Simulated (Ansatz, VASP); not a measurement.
# WSe2: VASP beside Ansatz

```xyz
3
Lattice="3.3179 0.0000 0.0000 -1.6590 2.8734 0.0000 0.0000 0.0000 16.6581" Properties=species:S:1:pos:R:3 pbc="T T T"
W     0.0000    0.0000    0.0000
Se    0.0000    1.9156    1.6623
Se    0.0000    1.9156   14.9959
```

Alike in both runs: task single point; functional PBE; k mesh 6 × 6 × 1; occupations gaussian, width 0.1 eV; no spin polarisation.

```csv
,VASP,Ansatz
version,VASP 6.6.1,Ansatz 0.2.0
potentials or method,"VASP PAW PBE potentials, release 64 (W_sv, Se), cutoff 520 eV","scalar-relativistic, plane waves, PAW"
valence electrons in the cell,26,46
```

VASP gave:

| Property | Result |
| --- | --- |
| gap on the k mesh at the Fermi level (eV) | 1.52 |
| least direct gap on the mesh (eV) | 1.52 |
| rms of the force components (eV/Å) | 0.162 |

**Question.** What did Ansatz give for the same quantities?

**Answer.** gap on the k mesh at the Fermi level (eV): 1.52; least direct gap on the mesh (eV): 1.52; rms of the force components (eV/Å): 0.140.

Atom by atom the forces differ by 0.022 eV/Å (rms over components). VASP's potentials hold 26 valence electrons a cell and Ansatz's 46, so a difference there can come from the potentials and not from the codes.

Neither program's run includes spin-orbit coupling.
